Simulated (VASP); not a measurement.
Runs of VASP 6.6.1 on Rb. The structure is that of space group Fd-3m (No. 227), or close to it. The cells are those of the table. 

```tsv
task	cell	k mesh for the DOS	occupations for the DOS	gap on the mesh (eV)	pressure (GPa)
single point	a = 5.322 Å, angles 60.0°, 2 atoms	-	-	0.10	3.1
single point	a = 6.945 Å, angles 60.0°, 2 atoms	-	-	-	0.0
single point	a = 6.579 Å, angles 60.0°, 2 atoms	-	-	(a)	(b)
single point	a = 6.827 Å, angles 60.0°, 2 atoms	-	-	-	0.1
single point	a = 5.117 Å, angles 60.0°, 2 atoms	-	-	0.11	(c)
```

Alike in all rows: level LDA; potentials or basis VASP PAW LDA potentials, release 64 (Rb_sv); no spin polarisation; k mesh 7 × 7 × 7; cutoff (eV) 520; smearing fermi-dirac 0.08 eV.

Fill in the values left out.

(a) none; (b) 0.3; (c) 4.4.

A k mesh can miss the band edges, and the runs leave out spin-orbit coupling on Rb.
